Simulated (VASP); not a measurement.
Here is a VASP 6.6.1 calculation.

File INCAR:

```
SYSTEM = ZrS2
PREC = Accurate ; ENCUT = 500
EDIFF = 1E-6 ; ISMEAR = 0
SIGMA = 0.01 ; LREAL = .False.
LASPH = .True. ; NELM = 120
ALGO = Normal ; ISIF = 2
LWAVE = .False. ; LCHARG = .False.
NBANDS = 19 ; GGA_COMPAT = .False.
```

Contents of KPOINTS:

```
regular mesh
0
Gamma
  6 6 4
  0 0 0
```

File POSCAR:

```
ZrS2
1.0
    3.5901978591      0.0000000000      0.0000000000
   -1.7950984433      3.1092021099      0.0000000000
    0.0000000000      0.0000000000      5.8754839885
Zr S
1 2
Direct
    0.0000000000      0.0000000000      0.0000000000
    0.6666666667      0.3333333333      0.7620900000
    0.3333333333      0.6666666667      0.2379100000
```

Potentials or basis: VASP PAW LDA potentials, release 64 (Zr_sv, S).

Launch:

```console
$ cat potpaw_LDA.64/Zr_sv/POTCAR potpaw_LDA.64/S/POTCAR > POTCAR
$ mpirun -np 1 vasp_std > vasp.out
```

Estimate the band gap on the k mesh.

0.87 eV (least direct gap 1.54 eV).

Estimate the pressure.

3.6 GPa.

Forces on the atoms (eV/Å):
```
Zr   0.000  0.000  0.000
S    0.000  0.000 -0.743
S    0.000  0.000  0.743
```

Caveat: the cell stands under pressure. A k mesh can miss the band edges.
